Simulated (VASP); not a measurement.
Bi, 1 atom in the cell. The structure is tetragonal, space group I4/mmm (No. 139). Conventional cell: a = 3.609 Å, b = 3.609 Å, c = 4.867 Å, α = 90.00°, β = 90.00°, γ = 90.00°. Within 4.6 Å of Bi (site symmetry 4/mmm) lie 12 Bi at 3.53 to 3.61 Å. 

| Quantity | Value |
| --- | --- |
| Program | VASP 6.6.1 |
| Task | single point |
| Functional | PBE |
| Dispersion | D3(BJ) |
| Potentials or basis | VASP PAW PBE potentials, release 64 (Bi_d) |
| Cutoff | 520 eV |
| k mesh | 18 × 18 × 18 |
| Occupations | gaussian, width 0.15 eV |
| Spin | no spin polarisation |
| Dipole correction | no |
| Further INCAR settings | ALGO = Fast; EDIFF = 1e-06; NBANDS = 14 |

Potentials or basis: VASP PAW PBE potentials, release 64 (Bi_d).

Run with:

```bash
$ cat potpaw_PBE.64/Bi_d/POTCAR > POTCAR
$ mpirun -np 1 vasp_std > vasp.out
```

Hardware: 1 thread of AMD EPYC 9R45 96-Core Processor (Zen 5), with other jobs on the host.

**Question.** Estimate the wall time of this run.

**Answer.** It took 120 s on 1 thread of AMD EPYC 9R45 96-Core Processor (Zen 5) (shared host), peak memory 0.28 GiB. Counts: scf iterations 12, k points 480.
